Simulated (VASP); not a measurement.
Here is a VASP 6.6.1 calculation.

The input INCAR:

```
SYSTEM = Sb
ALGO = Normal
EDIFF = 1E-7
ENCUT = 520
GGA = PE
ISIF = 2
ISMEAR = 0
IVDW = 12
LASPH = .True.
LCHARG = .False.
LREAL = .False.
LWAVE = .False.
NBANDS = 12
NELM = 60
PREC = Accurate
SIGMA = 0.15
```

Contents of KPOINTS:

```
k-points
0
Gamma
  18 18 10
  0 0 0
```

POSCAR

```
Sb
1.0
    3.2679301741      0.0000000000      0.0000000000
   -1.6339650871      2.8301105486      0.0000000000
    0.0000000000      0.0000000000      5.2500500000
Sb
2
Direct
    0.3333333333      0.6666666667      0.2500000000
    0.6666666667      0.3333333333      0.7500000000
```

Potentials or basis: VASP PAW PBE potentials, release 64 (Sb).

Launch:

```sh
$ cat potpaw_PBE.64/Sb/POTCAR > POTCAR
$ mpirun -np 1 vasp_std > vasp.out
```

**Question.** Estimate the band gap on the k mesh.

**Answer.** Zero (bands 5 and 6 overlap by 8.50 eV).

**Question.** What does it give for the dispersion energy per atom?

**Answer.** -0.582 eV.

**Question.** What does it give for the pressure?

**Answer.** 5.6 GPa.

Stress tensor (GPa, compression positive):
```
4.94 0.00 0.00
0.00 4.94 0.00
0.00 0.00 6.86
```

Caveat: the cell differs from its parent crystal (strain -0.030 along x and y, -0.015 along z); the cell stands under pressure; spin-orbit coupling is left out, which moves the levels of the heavy elements.
